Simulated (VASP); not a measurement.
Runs of VASP 6.6.1 on Ba3AlP. The structure is that of space group Pm-3m (No. 221), or close to it. The cells are those of the table. The cell was built from a structure type or drawn by symmetry, and may not be a known phase.

| task | cell | k mesh | cutoff (eV) | gap on the mesh (eV) | pressure (GPa) | relaxed volume (Å³/atom) |
| --- | --- | --- | --- | --- | --- | --- |
| single point | a = 6.171 Å, 5 atoms | 6 × 6 × 6 | 520 | none | (b) | - |
| relaxation of cell and atoms | relaxed from a = 6.146 Å, 5 atoms | 6 × 6 × 6 | 600 | none | 0.0 | 47.67 |
| single point | a = 6.146 Å, 5 atoms | 4 × 4 × 4 | 520 | none | 0.6 | - |
| single point | a = 5.545 Å, 5 atoms | 4 × 4 × 4 | 520 | none | 12.6 | - |
| relaxation of cell and atoms | relaxed from a = 5.545 Å, 5 atoms | 4 × 4 × 4 | 600 | none | 0.1 | (a) |

Alike in all rows: level PBE; potentials or basis VASP PAW PBE potentials, release 64 (Ba_sv, Al, P); no spin polarisation; smearing gaussian 0.1 eV.

Q: Estimate the missing entries.

A: (a) 47.59; (b) 0.3.

Caveats: spin-orbit coupling is left out, which moves the levels of the heavy elements; the cell stands under pressure (at least some runs); the volume moved by over 15 % at a fixed basis, so the end points are rough (at least some runs).

A k mesh can miss the band edges, and the runs leave out spin-orbit coupling on Ba.

A gap of «none» marks levels without a gap at the run's occupations.
